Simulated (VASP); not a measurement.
A run of VASP 6.6.1 is set up as follows.

The input INCAR:

```
ALGO = Normal
EDIFF = 1E-7
EDIFFG = -0.01
ENCUT = 600
GGA = PE
IBRION = 2
ISIF = 3
ISMEAR = -1
ISPIN = 2
LASPH = T
LCHARG = F
LMAXMIX = 6
LORBIT = 11
LREAL = F
LWAVE = F
MAGMOM = 7 7
NELM = 150
NSW = 60
PREC = Accurate
PSTRESS = 50.0
SIGMA = 0.05
```

KPOINTS

```
k-points
0
Gamma
  8 8 5
```

The input POSCAR:

```
Gd
1.0
    3.6360000000      0.0000000000      0.0000000000
   -1.8180000000      3.1488683682      0.0000000000
    0.0000000000      0.0000000000      5.7826000000
Gd
2
Direct
    0.6666666667      0.3333333333      0.7500000000
    0.3333333333      0.6666666667      0.2500000000
```

Potentials or basis: VASP PAW PBE potentials, release 64 (Gd).

Command:

```bash
$ cat potpaw_PBE.64/Gd/POTCAR > POTCAR
$ mpirun -np 1 vasp_std > vasp.out
```

(1) Estimate the net moment.

(2) What does it give for the site moments?

Answers

(1) 15.14 μB per cell.

(2) Gd +6.99 μB.
